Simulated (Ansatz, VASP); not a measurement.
**One calculation of Al, two programs**

```
CELL_PARAMETERS angstrom
0.00000 2.05800 2.05800
2.05800 0.00000 2.05800
2.05800 2.05800 0.00000
ATOMIC_POSITIONS crystal
Al 0.00000 0.00000 0.00000
```

Alike in both runs: task single point; functional PBE; k mesh 14 × 14 × 14; occupations fermi-dirac, width 0.15 eV; no spin polarisation.

|  | VASP | Ansatz |
| --- | --- | --- |
| version | VASP 6.6.1 | Ansatz 0.2.0 |
| potentials or method | VASP PAW PBE potentials, release 64 (Al), cutoff 520 eV | plane waves, PAW |
| valence electrons in the cell | 3 | 3 |

```tsv
	VASP	Ansatz	Ansatz less VASP
pressure (GPa)	-3.7	-3.7	+0.02
```

With one functional, cell and mesh, what is left measures potentials, basis and numerics.
